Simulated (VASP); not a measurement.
# C (I4_1/amd) in VASP: a series of runs

The runs below take C through single point, with PBE.

All numbers are computed with VASP 6.6.1; they aren't measurements. Logs are shortened: lines on timing, memory, paths and dates and some standing lists are left out, and cuts for length are marked.

## 1. The cell of the first run

It takes space group I4_1/amd (No. 141, tetragonal). Conventional cell: a = 2.396 Å, b = 2.396 Å, c = 3.952 Å, α = 90.00°, β = 90.00°, γ = 90.00°. C (site symmetry -4m2) has 4 C at 1.55 Å within 2.1 Å.

## 2. Single point, PBE

INCAR

```
PREC     = Accurate       # precision mode
ENCUT    = 600            # plane-wave cutoff, eV
EDIFF    = 1E-6           # SCF threshold, eV
ISMEAR   = 0              # smearing method
SIGMA    = 0.05           # smearing width, eV
LREAL    = False          # projectors in reciprocal space
LASPH    = True           # aspherical terms in the spheres
NELM     = 120            # most SCF steps
ALGO     = Normal         # electronic algorithm
ISIF     = 2              # what is computed and relaxed
LWAVE    = False          # write WAVECAR
LCHARG   = False          # write CHGCAR
GGA      = PE             # functional
NBANDS   = 11             # bands
GGA_COMPAT= False
```

KPOINTS

```
Automatic mesh
0
Gamma
  10 10 10
```

POSCAR

```
C
1.0
    0.0000000000      1.6942015000      1.9760332410
    1.6942015000      0.0000000000      1.9760332410
    1.6942015000      1.6942015000      0.0000000000
C
2
Direct
    0.0000000000      0.0000000000      0.0000000000
    0.2500000000      0.2500000000      0.2500000000
```

Potentials or basis: VASP PAW PBE potentials, release 64 (C).

Started as:

```sh
$ cat potpaw_PBE.64/C/POTCAR > POTCAR
$ mpirun -np 1 vasp_std > vasp.out
```

OUTCAR:

```text
PREC = Accurate
   ENCUT = 600
   EDIFF = 1E-6
   ISMEAR = 0
   LREAL = False
   LASPH = True
   NELM = 120
   ISIF = 2
   GGA = PE

 ion  position               nearest neighbor table
   1  0.000  0.000  0.000-   2 1.55   2 1.55   2 1.55   2 1.55
   2  0.250  0.250  0.250-   1 1.55   1 1.55   1 1.55   1 1.55

  LATTYP: Found a body centered tetragonal cell.
 ALAT       =     2.3959627387
 C/A-ratio  =     1.6494690916

  Lattice vectors:

 A1 = (  -1.6942015000,   0.0000000000,   1.9760332410)
 A2 = (   1.6942015000,   0.0000000000,   1.9760332410)
 A3 = (   0.0000000000,   1.6942015000,  -1.9760332410)

Analysis of symmetry for initial positions (statically):
=====================================================================
 Subroutine PRICEL returns:
 Original cell was already a primitive cell.

 Routine SETGRP: Setting up the symmetry group for a
 body centered tetragonal supercell.

 Subroutine GETGRP returns: Found 16 space group operations
 (whereof  8 operations were pure point group operations)
 out of a pool of 16 trial point group operations.

The static configuration has the point symmetry D_2d.
 The point group associated with its full space group is D_4h.

Analysis of symmetry for dynamics (positions and initial velocities):
=====================================================================
 Subroutine PRICEL returns:
 Original cell was already a primitive cell.

 Routine SETGRP: Setting up the symmetry group for a
 body centered tetragonal supercell.

 Subroutine GETGRP returns: Found 16 space group operations
 (whereof  8 operations were pure point group operations)
 out of a pool of 16 trial point group operations.

The dynamic configuration has the point symmetry D_2d.
 The point group associated with its full space group is D_4h.

 Subroutine INISYM returns: Found 16 space group operations
 (whereof  8 operations are pure point group operations),
 and found     1 'primitive' translations

----------------------------------------------------------------------------------------

                                     Primitive cell

  volume of cell :      11.3437

  direct lattice vectors                    reciprocal lattice vectors
     0.000000000  1.694201500  1.976033241    -0.295124281  0.295124281  0.253032181
     1.694201500  0.000000000  1.976033241     0.295124281 -0.295124281  0.253032181
     1.694201500  1.694201500  0.000000000     0.295124281  0.295124281 -0.253032181

[... 85 lines left out ...]
   EDIFFG = 0.1E-04   stopping-criterion for IOM
   NSW    =      0    number of steps for IOM
   IBRION =     -1    ionic relax: 0-MD 1-quasi-New 2-CG
   NFREE  =      0    steps in history (QN), initial steepest desc. (CG)
   ISIF   =      2    stress and relaxation
   ISYM   =      2    0-nonsym 1-usesym 2-fastsym
   POTIM  = 0.5000    time-step for ionic-motion
   TEBEG  =    0.0;   TEEND  =   0.0 temperature during run
   PSTRESS=    0.0 pullay stress
   NELECT =       8.0000    total number of electrons
   NUPDOWN=      -1.0000    fix difference up-down
   EMIN   =  10.00;   EMAX   =-10.00  energy-range for DOS
   EFERMI =   0.00;   METHOD = LEGACY
   ISMEAR =     0;   SIGMA  =   0.05  broadening in eV -4-tet -1-fermi 0-gaus
   EFERMI_NEDOS =   21; number of points for ismear=-14 and -15
   IALGO  =     38    algorithm
   IMIX   =      4    mixing-type and parameters
     AMIX     =   0.40;   BMIX     =  1.00
     AMIX_MAG =   1.60;   BMIX_MAG =  1.00
  volume/ion in A,a.u.               =       5.67        38.28
  Fermi-wavevector in a.u.,A,eV,Ry     =   1.457203  2.753714 28.891161  2.123440
  Thomas-Fermi vector in A             =   2.574032
   LORBIT       =      0    0 simple, 1 ext, 2 COOP (PROOUT), +10 PAW based schemes
   GGA     = PE    functional components
   LHFCALC =     F    Hartree Fock is set to
   AEXX    =    0.0000 exact exchange contribution
   IVDW    =     0    specifies the selected vdW correction
   LEPSILON=     F    determine dielectric tensor
   LRPA    =     F    only Hartree local field effects (RPA)
 non-spin polarized calculation
 Gauss-broadening in eV      SIGMA  =   0.05
  energy-cutoff  :      600.00
  volume of cell :       11.34
 maximum number of plane-waves:       390
 NGX is ok and might be reduce to    24

 number of electron       8.0000000 magnetization

 Free energy of the ion-electron system (eV)
  ---------------------------------------------------
  ext. energy  EPLUGINS =         0.00000000
  ---------------------------------------------------
  free energy    TOTEN  =       -17.61773631 eV

  energy without entropy =      -17.61773631  energy(sigma->0) =      -17.61773631

 E-fermi :  11.0075     XC(G=0): -13.2822

 val. band max:       10.6807284453   @ k =   0.0000   0.0000   0.0000
 cond. band min:      12.8763358961   @ k =   0.4000   0.0000   0.4000
 fundamental gap:      2.1956074509
 Fermi energy:        11.0074624986

 k-point     1 :       0.0000    0.0000    0.0000
  band No.  band energies     occupation
      1     -11.7127      2.00000
      2       7.9574      2.00000
      3      10.6807      2.00000
      4      10.6807      2.00000
      5      14.9460      0.00000
      6      14.9460      0.00000
      7      16.8323      0.00000
      8      22.3508      0.00000
      9      29.3003      0.00000
     10      31.2819      0.00000
     11      32.9029      0.00000
[... 309 lines left out ...]
 k-point    24 :       0.4000    0.3000    0.0000
  band No.  band energies     occupation
      1      -7.8914      2.00000
      2       0.0692      2.00000
      3       4.7856      2.00000
      4       5.9559      2.00000
      5      16.9946      0.00000
      6      19.7906      0.00000
      7      23.1599      0.00000
      8      23.3757      0.00000
      9      29.2278      0.00000
     10      31.1293      0.00000
     11      42.3408      0.00000

 [... further k-points ...]
[... 5 lines left out ...]
  --------------------------------------------------------------------------------------
  -------------------------------------------------------------------------------------
  Total        4.0650327      4.0650327     -7.5612823      0.0000000      0.0000000      0.0000000
  in kB      574.1432405    574.1432405  -1067.9518404      0.0000000      0.0000000      0.0000000
  external PRESSURE =      26.7782135 kB  Pullay stress =       0.0000000 kB

 VOLUME and BASIS-vectors are now :
 -----------------------------------------------------------------------------
  energy-cutoff  :      600.00
  volume of cell :       11.34
      direct lattice vectors                 reciprocal lattice vectors
     0.000000000  1.694201500  1.976033241    -0.295124281  0.295124281  0.253032181
     1.694201500  0.000000000  1.976033241     0.295124281 -0.295124281  0.253032181
     1.694201500  1.694201500  0.000000000     0.295124281  0.295124281 -0.253032181

 POSITION                                       TOTAL-FORCE (eV/Angst)
 -----------------------------------------------------------------------------------
      0.00000      0.00000      0.00000         0.000000      0.000000      0.000000
      0.84710      0.84710      0.98802        -0.000000     -0.000000     -0.000000
 -----------------------------------------------------------------------------------
    total drift:                               -0.000000      0.000000      0.000000

  FREE ENERGIE OF THE ION-ELECTRON SYSTEM (eV)
  ---------------------------------------------------
  free  energy   TOTEN  =       -17.6177363148 eV

  energy  without entropy=      -17.6177363148  energy(sigma->0) =      -17.61773631
```

OSZICAR:

```text
N       E                     dE             d eps       ncg     rms          rms(c)
DAV:   1     0.203304395783E+01    0.20330E+01   -0.52713E+03  2300   0.814E+02
DAV:   2    -0.177784275593E+02   -0.19811E+02   -0.18858E+02  2933   0.128E+02
DAV:   3    -0.182212045821E+02   -0.44278E+00   -0.44146E+00  2604   0.146E+01
DAV:   4    -0.182219653587E+02   -0.76078E-03   -0.76076E-03  2418   0.759E-01
DAV:   5    -0.182219662617E+02   -0.90303E-06   -0.90306E-06  2580   0.253E-02    0.542E+00
DAV:   6    -0.177686111887E+02    0.45336E+00   -0.23462E-01  2340   0.342E+00    0.323E+00
DAV:   7    -0.176160558405E+02    0.15256E+00   -0.28696E-01  2417   0.384E+00    0.728E-01
DAV:   8    -0.176176877087E+02   -0.16319E-02   -0.80010E-03  2382   0.681E-01    0.425E-02
DAV:   9    -0.176177176636E+02   -0.29955E-04   -0.54026E-05  2641   0.591E-02    0.230E-02
DAV:  10    -0.176177363017E+02   -0.18638E-04   -0.13972E-05  2355   0.332E-02    0.451E-03
DAV:  11    -0.176177363148E+02   -0.13160E-07   -0.16996E-07  1673   0.386E-03
   1 F= -.17617736E+02 E0= -.17617736E+02  d E =-.160725E-22
```

stdout:

```text
POSCAR found type information on POSCAR C
 POSCAR found :  1 types and       2 ions
 scaLAPACK will be used
 LDA part: xc-table for (Slater+PW92), standard interpolation
 POSCAR, INCAR and KPOINTS ok, starting setup
 FFT: planning ... GRIDC
 FFT: planning ... GRID_SOFT
 FFT: planning ... GRID
 WAVECAR not read
 entering main loop
```

It took 8.6 s on 1 thread of Intel Xeon Platinum 8259CL at 2.50GHz (Skylake/Cascade Lake), shared host; peak memory 0.13 GiB.

What came out:

```
Free energy            : -17.6177 eV
Pressure               : 2.7 GPa
Band gap on the k mesh : 2.20 eV, indirect (least direct gap 4.27 eV)
```

## 3. Single point, PBE

This run uses another cell than the first one, of the same volume but with other edges.

INCAR

```
PREC = Accurate
ENCUT = 600
EDIFF = 1E-6
ISMEAR = 0
SIGMA = 0.05
LREAL = False
LASPH = True
NELM = 120
ALGO = Normal
ISIF = 2
LWAVE = False
LCHARG = False
GGA = PE
NBANDS = 11
GGA_COMPAT = False
```

KPOINTS is that of step 2.

POSCAR

```
C
1.0
    0.0000000000      1.8279542500      1.6974372397
    1.8279542500      0.0000000000      1.6974372397
    1.8279542500      1.8279542500      0.0000000000
C
2
Direct
    0.0000000000      0.0000000000      0.0000000000
    0.2500000000      0.2500000000      0.2500000000
```

Potentials or basis: VASP PAW PBE potentials, release 64 (C).

Started as:

```sh
$ cat potpaw_PBE.64/C/POTCAR > POTCAR
$ mpirun -np 1 vasp_std > vasp.out
```

Run time: 11 s. Hardware: 1 thread of Intel Xeon Platinum 8259CL at 2.50GHz (Skylake/Cascade Lake), shared host; peak memory 0.13 GiB.

It converged, with:

```yaml
Free_energy: -18.0757 eV
Pressure: 1.9 GPa
Band_gap_on_the_k_mesh: 2.31 eV, indirect (least direct gap 4.35 eV)
```

Stress tensor (GPa, compression positive):
```
-19.32   0.00   0.00
  0.00 -19.32   0.00
  0.00   0.00  44.27
```

Levels at points of the mesh, in eV from the valence-band top:
```csv
k point,band 2,band 3,band 4,band 5,band 6,band 7
"(0.00, 0.00, 0.00)",-1.03,-1.03,0.00,4.35,5.26,5.26
"(0.50, 0.00, 0.00)",-14.04,-4.10,-2.86,6.78,7.45,9.41
"(0.50, 0.50, 0.00)",-12.66,-7.68,-7.68,2.95,2.95,16.32
"(0.50, 0.00, 0.50)",-13.82,-6.57,-6.57,4.69,4.69,15.72
```

A k mesh can miss the band edges. Expect the measured gap to be larger: semilocal functionals such as PBE lack the derivative discontinuity.

(Continued in part 2 of 2.)
